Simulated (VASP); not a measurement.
Wanted: the native input for a VASP 6.6.1 run.

```yaml
Task: relaxation of the atoms
Functional: PBE
Potentials_or_basis: VASP PAW PBE potentials, release 64 (Ca_sv, O)
Cutoff: 520 eV
k_mesh: 4 × 4 × 1
Occupations: gaussian, width 0.1 eV
Spin: no spin polarisation
Dipole_correction: yes
Atoms_held_fixed_from_0: "[0, 1, 2, 3, 4, 5, 6, 7]"
Further_INCAR_settings: ALGO = Normal; EDIFF = 1e-07; NELMDL = -8; IBRION = 2; EDIFFG = -0.025; NSW = 36
Atoms_held_along_some_axes_from_0: atom 8 along a and b
```

The structure of Ca8O lies in POSCAR:

```
Ca8O
1.0
    7.8132359319      0.0000000000      0.0000000000
    0.0000000000      7.8132359319      0.0000000000
    0.0000000000      0.0000000000     18.1093934181
Ca O
8 1
Selective dynamics
Direct
    0.2500000000      0.2500000000      0.2208798444  F F F
    0.2500000000      0.7500000000      0.2208798444  F F F
    0.7500000000      0.2500000000      0.2208798444  F F F
    0.7500000000      0.7500000000      0.2208798444  F F F
    0.0000000000      0.0000000000      0.3649704474  F F F
    0.0000000000      0.5000000000      0.3649704474  F F F
    0.5000000000      0.0000000000      0.3649704474  F F F
    0.5000000000      0.5000000000      0.3649704474  F F F
    0.0000000000      0.2500000000      0.4168772108  F F T
```

The input as run:

INCAR

```
  PREC = Accurate
  ENCUT = 520
  EDIFF = 1E-7
  ISMEAR = 0
  SIGMA = 0.1
  LREAL = F
  LASPH = T
  NELM = 120
  ALGO = Normal
  ISIF = 2
  LWAVE = F
  LCHARG = F
  LDIPOL = T
  IDIPOL = 3
  DIPOL = 0.5 0.5 0.307
  GGA = PE
  IBRION = 2
  NSW = 36
  EDIFFG = -0.025
  GGA_COMPAT = F
  NELMIN = 4
  NELMDL = -8
  KPAR = 4
```

KPOINTS

```
Automatic mesh
0
Gamma
  4 4 1
```

Potentials or basis: VASP PAW PBE potentials, release 64 (Ca_sv, O).

Launch:

```console
$ cat potpaw_PBE.64/Ca_sv/POTCAR potpaw_PBE.64/O/POTCAR > POTCAR
$ mpirun -np 4 vasp_std > vasp.out
```

Results of the run:

| Quantity | Value |
| --- | --- |
| Energy gained by relaxing | 160.5 meV/atom |
| Ionic steps | 11 |
| Band gap on the k mesh | zero (bands 43 and 44 overlap by 0.30 eV) |

Wall time 43 min on 4 MPI ranks on Intel(R) Xeon(R) 6975P-C (Granite Rapids), on a shared host, peak memory 1.4 GiB a rank.
